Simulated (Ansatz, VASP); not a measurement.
## Two plane-wave programs on C

```
C
1.0
    -2.51949    0.00000    0.00000
    -1.25975   -2.18194    0.00000
     0.00000    0.72731   10.36682
C
10
Cartesian
  1.0074 0.5816 9.0624
  -2.7718 -1.6003 7.5183
  -0.2523 -0.1457 1.3036
  -2.7718 -1.6003 4.9103
  -0.2523 -0.1457 2.8488
  -2.7718 -1.6003 3.3651
  -0.2523 -0.1457 9.5818
  -1.5121 -0.8730 6.9989
  -1.5121 -0.8730 0.7843
  -1.5121 -0.8730 5.4295
```

Alike in both runs: task single point; functional PBE; k mesh 10 × 10 × 3; occupations gaussian, width 0.05 eV; no spin polarisation.

|  | VASP | Ansatz |
| --- | --- | --- |
| version | VASP 6.6.1 | Ansatz 0.2.0 |
| potentials or method | VASP PAW PBE potentials, release 64 (C), cutoff 520 eV | scalar-relativistic, plane waves, PAW |
| valence electrons in the cell | 40 | 40 |

```tsv
	VASP	Ansatz	Ansatz less VASP
gap on the k mesh at the Fermi level (eV)	none	none	-
pressure (GPa)	4.8	4.1	-0.65
traceless stress, the component that is largest in VASP (GPa)	18.67	18.76	+0.089
rms of the force components (eV/Å)	0.903	0.908	+0.0055
```

Atom by atom the forces differ by 0.006 eV/Å (rms over components). A gap of «none» marks a metal or a gap that the smearing closes.
